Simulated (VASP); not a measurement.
# CsPtS (P-6m2) in VASP: a series of runs, part 2 of 3

VASP 6.6.1. The steps go on from the part before.

## 3. Single point, PBE, collinear spin, ferromagnetic start

Contents of INCAR:

```
PREC = Accurate ; ENCUT = 520
EDIFF = 1E-6 ; ISMEAR = 0
SIGMA = 0.1 ; LREAL = False
LASPH = True ; NELM = 150
ALGO = Normal ; ISIF = 2
LWAVE = False ; LCHARG = False
ISPIN = 2 ; MAGMOM = 0 1 0
LORBIT = 11 ; LMAXMIX = 4
GGA = PE ; NBANDS = 24
```

Contents of KPOINTS:

```
regular mesh
0
Gamma
  6 6 4
```

Contents of POSCAR:

```
CsPtS
1.0
    4.0801656384     -0.0000000025      0.0000000000
   -2.0400828171      3.5335270958      0.0000000000
    0.0000000000      0.0000000000      5.7163331511
Cs Pt S
1 1 1
Direct
    0.0000000000      0.0000000000      0.0000000000
    0.6666666667      0.3333333333      0.5000000000
    0.3333333333      0.6666666667      0.5000000000
```

Potentials or basis: VASP PAW PBE potentials, release 64 (Cs_sv, Pt, S).

Started as:

```console
$ cat potpaw_PBE.64/Cs_sv/POTCAR potpaw_PBE.64/Pt/POTCAR potpaw_PBE.64/S/POTCAR > POTCAR
$ mpirun -np 1 vasp_std > vasp.out
```

OUTCAR:

```text
PREC = Accurate
   ENCUT = 520
   EDIFF = 1E-6
   ISMEAR = 0
   LREAL = False
   LASPH = True
   NELM = 150
   ISIF = 2
   ISPIN = 2
   LORBIT = 11
   GGA = PE

 ion  position               nearest neighbor table
   1  0.000  0.000  0.000-
   2  0.667  0.333  0.500-   3 2.36   3 2.36   3 2.36
   3  0.333  0.667  0.500-   2 2.36   2 2.36   2 2.36

  LATTYP: Found a hexagonal cell.
 ALAT       =     4.0801656384
 C/A-ratio  =     1.4010051693

  Lattice vectors:

 A1 = (   4.0801656384,  -0.0000000025,   0.0000000000)
 A2 = (  -2.0400828171,   3.5335270958,   0.0000000000)
 A3 = (   0.0000000000,   0.0000000000,   5.7163331511)

Analysis of symmetry for initial positions (statically):
=====================================================================
 Subroutine PRICEL returns:
 Original cell was already a primitive cell.

 Routine SETGRP: Setting up the symmetry group for a
 hexagonal supercell.

 Subroutine GETGRP returns: Found 12 space group operations
 (whereof 12 operations were pure point group operations)
 out of a pool of 24 trial point group operations.

The static configuration has the point symmetry D_3h.

Analysis of symmetry for dynamics (positions and initial velocities):
=====================================================================
 Subroutine PRICEL returns:
 Original cell was already a primitive cell.

 Routine SETGRP: Setting up the symmetry group for a
 hexagonal supercell.

 Subroutine GETGRP returns: Found 12 space group operations
 (whereof 12 operations were pure point group operations)
 out of a pool of 24 trial point group operations.

The dynamic configuration has the point symmetry D_3h.

Analysis of structural, dynamic, and magnetic symmetry:
=====================================================================
 Subroutine PRICEL returns:
 Original cell was already a primitive cell.

 Routine SETGRP: Setting up the symmetry group for a
 hexagonal supercell.

 Subroutine GETGRP returns: Found 12 space group operations
 (whereof 12 operations were pure point group operations)
 out of a pool of 24 trial point group operations.

The overall configuration has the point symmetry D_3h.

 Subroutine INISYM returns: Found 12 space group operations
 (whereof 12 operations are pure point group operations),
 and found     1 'primitive' translations

----------------------------------------------------------------------------------------

                                     Primitive cell

  volume of cell :      82.4145

  direct lattice vectors                    reciprocal lattice vectors
     4.080165638 -0.000000003  0.000000000     0.245088089  0.141501674  0.000000000
    -2.040082817  3.533527096  0.000000000     0.000000000  0.283003349  0.000000000
     0.000000000  0.000000000  5.716333151     0.000000000  0.000000000  0.174937320

  length of vectors
[... 69 lines left out ...]
   NGXF,Y,Z  is equivalent  to a cutoff of  24.45, 24.45, 27.92 a.u.
 SYSTEM =  unknown system
   PREC   = accura    normal or accurate (medium, high low for compatibility)
   ISTART =      0    job   : 0-new  1-cont  2-samecut
   ICHARG =      2    charge: 1-file 2-atom 10-const
   ISPIN  =      2    spin polarized calculation?
   LNONCOLLINEAR =      F non collinear calculations
   LSORBIT =      F    spin-orbit coupling
   LASPH  =      T    aspherical Exc in radial PAW
   ENCUT  =  520.0 eV  38.22 Ry    6.18 a.u.   7.59  7.59 10.63*2*pi/ulx,y,z
   NELM   =    150;   NELMIN=  2; NELMDL= -5     # of ELM steps
   EDIFF  = 0.1E-05   stopping-criterion for ELM
   LREAL  =      F    real-space projection
   EDIFFG = 0.1E-04   stopping-criterion for IOM
   NSW    =      0    number of steps for IOM
   IBRION =     -1    ionic relax: 0-MD 1-quasi-New 2-CG
   NFREE  =      0    steps in history (QN), initial steepest desc. (CG)
   ISIF   =      2    stress and relaxation
   ISYM   =      2    0-nonsym 1-usesym 2-fastsym
   POTIM  = 0.5000    time-step for ionic-motion
   TEBEG  =    0.0;   TEEND  =   0.0 temperature during run
   PSTRESS=    0.0 pullay stress
[... 11 lines left out ...]
  Fermi-wavevector in a.u.,A,eV,Ry     =   1.099985  2.078671 16.462612  1.209968
  Thomas-Fermi vector in A             =   2.236389
   LORBIT       =     11    0 simple, 1 ext, 2 COOP (PROOUT), +10 PAW based schemes
   GGA     = PE    functional components
   LHFCALC =     F    Hartree Fock is set to
   AEXX    =    0.0000 exact exchange contribution
   IVDW    =     0    specifies the selected vdW correction
   LEPSILON=     F    determine dielectric tensor
   LRPA    =     F    only Hartree local field effects (RPA)
 spin polarized calculation
 Gauss-broadening in eV      SIGMA  =   0.10
  energy-cutoff  :      520.00
  volume of cell :       82.41
 maximum number of plane-waves:      2242
   NGX = 15   NGY = 15   NGZ = 21

 number of electron      24.9999997 magnetization       0.0015448

 Free energy of the ion-electron system (eV)
  ---------------------------------------------------
  ext. energy  EPLUGINS =         0.00000000
  ---------------------------------------------------
  free energy    TOTEN  =       -12.65770571 eV

  energy without entropy =      -12.64176067  energy(sigma->0) =      -12.64973319

 E-fermi :   4.4211     XC(G=0):  -9.5015

 val. band max:        4.4082491558   @ k =   0.1667   0.1667   0.0000
 cond. band min:       4.4228214874   @ k =   0.1667   0.1667   0.5000
 fundamental gap:      0.0145723316
 Fermi energy:         4.4211121397

 spin component 1

 k-point     1 :       0.0000    0.0000    0.0000
  band No.  band energies     occupation
      1     -17.7393      1.00000
      2      -9.2936      1.00000
      3      -4.6922      1.00000
      4      -4.0233      1.00000
      5      -4.0233      1.00000
      6      -1.2330      1.00000
[... 556 lines left out ...]
     23      14.1034      0.00000
     24      17.1170      0.00000
 Fermi energy:         4.4211121397

 spin component 2

 k-point     1 :       0.0000    0.0000    0.0000
  band No.  band energies     occupation
      1     -17.7393      1.00000
      2      -9.2931      1.00000
      3      -4.6921      1.00000
      4      -4.0233      1.00000
      5      -4.0233      1.00000
      6      -1.2325      1.00000
[... 556 lines left out ...]
     23      14.1041      0.00000
     24      17.1172      0.00000

------------------------ aborting loop because EDIFF is reached ----------------------------------------

  FORCE on cell =-STRESS in cart. coord.  units (eV):
  Direction    XX          YY          ZZ          XY          YZ          ZX
  --------------------------------------------------------------------------------------
  -------------------------------------------------------------------------------------
  Total       -0.0151617     -0.0151617      0.0561164      0.0000000      0.0000000      0.0000000
  in kB       -0.2947512     -0.2947512      1.0909294      0.0000000      0.0000000      0.0000000
  external PRESSURE =       0.1671423 kB  Pullay stress =       0.0000000 kB

 VOLUME and BASIS-vectors are now :
 -----------------------------------------------------------------------------
  energy-cutoff  :      520.00
  volume of cell :       82.41
      direct lattice vectors                 reciprocal lattice vectors
     4.080165638 -0.000000003  0.000000000     0.245088089  0.141501674  0.000000000
    -2.040082817  3.533527096  0.000000000     0.000000000  0.283003349  0.000000000
     0.000000000  0.000000000  5.716333151     0.000000000  0.000000000  0.174937320

 POSITION                                       TOTAL-FORCE (eV/Angst)
 -----------------------------------------------------------------------------------
      0.00000      0.00000      0.00000         0.000000      0.000000      0.000000
      2.04008      1.17784      2.85817         0.000000      0.000000      0.000000
      0.00000      2.35568      2.85817        -0.000000      0.000000      0.000000
 -----------------------------------------------------------------------------------
    total drift:                                0.000001     -0.000001      0.000000

  FREE ENERGIE OF THE ION-ELECTRON SYSTEM (eV)
  ---------------------------------------------------
  free  energy   TOTEN  =       -12.6577057084 eV

  energy  without entropy=      -12.6417606743  energy(sigma->0) =      -12.64973319

 total charge

# of ion       s       p       d       tot
------------------------------------------
    1        1.837   4.691   0.055   6.583
    2        0.646   0.443   8.218   9.307
    3        1.312   2.307   0.000   3.619
--------------------------------------------------
tot          3.795   7.441   8.273  19.509

 magnetization (x)

# of ion       s       p       d       tot
------------------------------------------
    1       -0.000   0.000   0.000   0.000
    2        0.000   0.000   0.001   0.001
    3        0.000   0.000   0.000   0.000
--------------------------------------------------
tot          0.000   0.000   0.001   0.001
```

OSZICAR:

```text
N       E                     dE             d eps       ncg     rms          rms(c)
DAV:   1     0.128444474843E+03    0.12844E+03   -0.11334E+04  2016   0.928E+02
DAV:   2    -0.507153006926E+01   -0.13352E+03   -0.12589E+03  2416   0.181E+02
DAV:   3    -0.130029387245E+02   -0.79314E+01   -0.78834E+01  2568   0.437E+01
DAV:   4    -0.130738216332E+02   -0.70883E-01   -0.70873E-01  2264   0.470E+00
DAV:   5    -0.130746715600E+02   -0.84993E-03   -0.84991E-03  2640   0.525E-01    0.117E+01
DAV:   6    -0.127244030868E+02    0.35027E+00   -0.11081E+00  2488   0.666E+00    0.683E+00
DAV:   7    -0.126720379305E+02    0.52365E-01   -0.23064E-01  2440   0.272E+00    0.312E+00
DAV:   8    -0.126582260709E+02    0.13812E-01   -0.33841E-02  2536   0.108E+00    0.663E-01
DAV:   9    -0.126574980044E+02    0.72807E-03   -0.31590E-03  2304   0.311E-01    0.391E-01
DAV:  10    -0.126574814196E+02    0.16585E-04   -0.61007E-04  2488   0.126E-01    0.215E-01
DAV:  11    -0.126576704730E+02   -0.18905E-03   -0.36472E-04  2328   0.949E-02    0.104E-01
DAV:  12    -0.126577002318E+02   -0.29759E-04   -0.47691E-05  2488   0.388E-02    0.213E-02
DAV:  13    -0.126577009809E+02   -0.74914E-06   -0.13347E-05  2320   0.192E-02    0.124E-02
DAV:  14    -0.126577048003E+02   -0.38194E-05   -0.29578E-06  2328   0.927E-03    0.503E-03
DAV:  15    -0.126577057084E+02   -0.90810E-06   -0.70273E-07  2016   0.472E-03
   1 F= -.12657706E+02 E0= -.12649733E+02  d E =-.159450E-01  mag=     0.0009
```

Wall time 89 s (1 thread of Oxide Virtual Turin-like, shared host); peak memory 0.24 GiB.

Results:

```yaml
Free_energy: -12.6577 eV
Pressure: 0.0 GPa
Net_moment: 0.00 μB per cell
Valence_electrons_inside_the_program's_atomic_spheres: Cs 6.58; Pt 9.31; S 3.62
```

Levels at points of the mesh, in eV from the Fermi level:
Spin up:
| k point | band 10 | band 11 | band 12 | band 13 | band 14 | band 15 |
| --- | --- | --- | --- | --- | --- | --- |
| (0.00, 0.00, 0.00) | -2.13 | -2.13 | 0.88 | 1.99 | 1.99 | 2.22 |
| (0.50, 0.00, 0.00) | -2.33 | -1.90 | -0.86 | -0.41 | 2.32 | 2.99 |
| (0.00, 0.00, 0.50) | -2.13 | -1.88 | 1.64 | 2.08 | 2.08 | 2.08 |
| (0.50, 0.00, 0.50) | -2.19 | -2.09 | -1.01 | -0.29 | 1.78 | 3.72 |
Spin down:
| k point | band 8 | band 9 | band 10 | band 11 | band 12 | band 13 | band 14 | band 15 | band 16 | band 17 |
| --- | --- | --- | --- | --- | --- | --- | --- | --- | --- | --- |
| (0.00, 0.00, 0.00) | -2.60 | -2.39 | -2.13 | -2.13 | 0.89 | 1.99 | 1.99 | 2.22 | 4.97 | 4.97 |
| (0.50, 0.00, 0.00) | -4.10 | -2.61 | -2.33 | -1.90 | -0.86 | -0.41 | 2.32 | 2.99 | 4.28 | 6.37 |
| (0.00, 0.00, 0.50) | -3.52 | -2.13 | -2.13 | -1.88 | 1.64 | 2.08 | 2.08 | 2.08 | 4.87 | 4.87 |
| (0.50, 0.00, 0.50) | -4.05 | -2.46 | -2.19 | -2.09 | -1.01 | -0.29 | 1.78 | 3.72 | 4.97 | 5.33 |

Caveat: spin-orbit coupling is left out, which moves the levels of the heavy elements.

## 4. Single point, PBE, collinear spin, ferromagnetic start

This run uses another cell than the first one, of 33.19 Å³/atom, 1.207 times its volume.

Contents of INCAR:

```
PREC = Accurate ; ENCUT = 520
EDIFF = 1E-6 ; ISMEAR = 0
SIGMA = 0.1 ; LREAL = F
LASPH = T ; NELM = 150
ALGO = Normal ; ISIF = 2
LWAVE = F ; LCHARG = T
ISPIN = 2 ; MAGMOM = 0 1 0
LORBIT = 11 ; LMAXMIX = 4
GGA = PE ; LELF = T
LVHAR = T ; NBANDS = 24
```

Contents of KPOINTS:

```
Automatic mesh
0
Gamma
  6 6 4
```

Contents of POSCAR:

```
CsPtS
1.0
    4.7226359300      0.0000000000      0.0000000000
   -2.3613179600      4.0899226900      0.0000000000
    0.0000000000      0.0000000000      5.1552094300
Cs Pt S
1 1 1
Direct
    0.0000000000      0.0000000000      0.0000000000
    0.6666666700      0.3333333300      0.5000000000
    0.3333333300      0.6666666700      0.5000000000
```

Started as:

```console
$ cat potpaw_PBE.64/Cs_sv/POTCAR potpaw_PBE.64/Pt/POTCAR potpaw_PBE.64/S/POTCAR > POTCAR
$ mpirun -np 1 vasp_std > vasp.out
```

Run time: 2.5 min. Hardware: 1 thread of Oxide Virtual Turin-like, shared host; peak memory 0.27 GiB.

The run converged. Its results:

```
Free energy                                           : -11.5018 eV
Pressure                                              : -6.5 GPa
Net moment                                            : 0.49 μB per cell
Site moments                                          : Cs +0.00; Pt +0.30; S +0.11 μB
Valence electrons inside the program's atomic spheres : Cs 6.57; Pt 8.87; S 3.54
```

Stress tensor (GPa, compression positive):
```
-10.15   0.00   0.00
  0.00 -10.15   0.00
  0.00   0.00   0.65
```

Levels at points of the mesh, in eV from the Fermi level:
Spin up:
```
           k point  band 11  band 12  band 13  band 14  band 15  band 16
(0.00, 0.00, 0.00)    -1.17    -0.08     0.88     0.88     3.92     5.51
(0.50, 0.00, 0.00)    -1.01    -0.44    -0.19     2.42     4.42     4.64
(0.00, 0.00, 0.50)    -0.88     0.80     0.94     0.94     3.43     5.13
(0.50, 0.00, 0.50)    -0.86    -0.65    -0.25     2.58     3.06     6.85
```
Spin down:
```tsv
k point	band 10	band 11	band 12	band 13	band 14	band 15
(0.00, 0.00, 0.00)	-0.96	-0.96	0.04	1.05	1.05	3.95
(0.50, 0.00, 0.00)	-1.05	-0.92	-0.27	0.05	2.53	4.46
(0.00, 0.00, 0.50)	-0.97	-0.76	0.91	1.11	1.11	3.48
(0.50, 0.00, 0.50)	-0.91	-0.76	-0.48	-0.02	2.70	3.08
```

Caveat: spin-orbit coupling is left out, which moves the levels of the heavy elements.

(Continued in part 3 of 3.)
